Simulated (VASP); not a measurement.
Write the native input for VASP 6.6.1 that does the following.

| Quantity | Value |
| --- | --- |
| Task | single point |
| Functional | b88 exchange, pbe correlation |
| Potentials or basis | VASP PAW PBE potentials, release 64 (Br, K_sv) |
| Cutoff | 500 eV |
| k mesh | 7 × 7 × 7 |
| Occupations | methfessel-paxton, width 0.05 eV |
| Spin | no spin polarisation |
| Dipole correction | no |
| Further INCAR settings | ALGO = Normal; EDIFF = 1e-06; NBANDS = 15 |

The structure of KBr lies in POSCAR:

```
KBr
1.0
    4.0702779195      0.0000000000      0.0000000000
    0.0000000000      4.0702779195      0.0000000000
    0.0000000000      0.0000000000      4.0702779195
Br K
1 1
Direct
    0.5000000000      0.5000000000      0.5000000000
    0.0000000000      0.0000000000      0.0000000000
```

These files were run (other wordings do the same):

INCAR

```
PREC = Accurate
ENCUT = 500
EDIFF = 1E-6
ISMEAR = 1
SIGMA = 0.05
LREAL = F
LASPH = T
NELM = 120
ALGO = Normal
ISIF = 2
LWAVE = F
LCHARG = F
GGA = LIBXC
LIBXC1 = GGA_X_B88
LIBXC2 = GGA_C_PBE
NBANDS = 15
GGA_COMPAT = F
```

KPOINTS

```
Automatic mesh
0
Gamma
  7 7 7
```

Potentials or basis: VASP PAW PBE potentials, release 64 (Br, K_sv).

The run is started by

```bash
$ cat potpaw_PBE.64/Br/POTCAR potpaw_PBE.64/K_sv/POTCAR > POTCAR
$ mpirun -np 1 vasp_std > vasp.out
```

It gave:

```json
{
 "Pressure": "0.1 GPa",
 "Band gap on the k mesh": "3.96 eV (least direct gap 4.19 eV)"
}
```

Caveat: the PAW data sets were made with another functional, which shifts forces and pressure a little; an odd mesh through Γ misses points on the zone boundary, where band edges can lie.

It took 17 s on 1 thread of Intel(R) Xeon(R) Platinum 8488C (Sapphire Rapids), with other jobs on the host, peak memory 0.17 GiB.
